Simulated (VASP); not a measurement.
Crystal: KCl.

```xyz
2
Lattice="3.7873 0.0000 0.0000 0.0000 3.7873 0.0000 0.0000 0.0000 3.7873" Properties=species:S:1:pos:R:3 pbc="T T T"
K     0.0000    0.0000    0.0000
Cl    1.8937    1.8937    1.8937
```

Program: VASP 6.6.1. Alike in all runs: task single point; no spin polarisation; cell as given; cutoff (eV) 520; smearing fermi-dirac 0.05 eV.

Q: Order these runs on this cell by their band gap on the k mesh, lowest first.
A. level HSE06; potentials or basis VASP PAW PBE potentials, release 64 (K_sv, Cl); k mesh 4 × 4 × 4; grid for exact exchange (PRECFOCK) Normal; share of exact exchange 0.25; screening parameter 0.2079 1/Å
B. level PBE0; potentials or basis VASP PAW PBE potentials, release 64 (K_sv, Cl); k mesh 4 × 4 × 4; grid for exact exchange (PRECFOCK) Normal; share of exact exchange 0.25
C. level LDA; potentials or basis VASP PAW LDA potentials, release 64 (K_sv, Cl); k mesh 7 × 7 × 7

A: C (4.56 eV), A (6.30 eV), B (7.05 eV).

Caveats: an odd mesh through Γ misses points on the zone boundary, where band edges can lie (at least some runs).

A k mesh can miss the band edges, odd and even meshes differently.
